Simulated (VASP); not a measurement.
A run of VASP 6.6.1 is set up as follows.

File INCAR:

```
PREC     = Accurate       # precision mode
ENCUT    = 520            # plane-wave cutoff, eV
EDIFF    = 1E-8           # SCF threshold, eV
ISMEAR   = -1             # smearing method
SIGMA    = 0.02           # smearing width, eV
LREAL    = Auto         
LASPH    = True           # aspherical terms in the spheres
NELM     = 60             # most SCF steps
ALGO     = Normal         # electronic algorithm
ISIF     = 2              # what is computed and relaxed
LWAVE    = False          # write WAVECAR
LCHARG   = False          # write CHGCAR
GGA      = PE             # functional
LEFG     = True         
NBANDS   = 86             # bands
```

File KPOINTS:

```
regular mesh
0
Gamma
  8 8 2
```

Contents of POSCAR:

```
ZnS
1.0
    3.8050880673      0.0000000000      0.0000000000
   -1.9025440336      3.2953029299      0.0000000000
    0.0000000000      0.0000000000     24.9159345000
Zn S
8 8
Direct
    0.3333333333      0.6666666667      0.1251184100
    0.0000000000      0.0000000000      0.0001589700
    0.6666666667      0.3333333333      0.6250474700
    0.6666666667      0.3333333333      0.8751387000
    0.0000000000      0.0000000000      0.7500222700
    0.3333333333      0.6666666667      0.5000781600
    0.0000000000      0.0000000000      0.3750879400
    0.6666666667      0.3333333333      0.2501284900
    0.6666666667      0.3333333333      0.3437219900
    0.6666666667      0.3333333333      0.7185811600
    0.3333333333      0.6666666667      0.2187340500
    0.0000000000      0.0000000000      0.8436723900
    0.6666666667      0.3333333333      0.9688127500
    0.0000000000      0.0000000000      0.0977395559
    0.3333333333      0.6666666667      0.5936859800
    0.0000000000      0.0000000000      0.4686862100
```

Potentials or basis: VASP PAW PBE potentials, release 64 (Zn, S).

The run is started by

```sh
$ cat potpaw_PBE.64/Zn/POTCAR potpaw_PBE.64/S/POTCAR > POTCAR
$ mpirun -np 1 vasp_std > vasp.out
```

(1) Estimate the pressure.

(2) Predict the largest force.

(3) What does it give for the band gap on the k mesh?

## Answers

(1) 2.6 GPa.

(2) 0.926 eV/Å.

(3) 2.11 eV.

Caveat: the cell differs from its parent crystal (atom 14 (S) moved by 0.10 Å); without QUAD_EFG the Cq values of the log hold for a quadrupole moment of 1 mb, not for the nuclei.
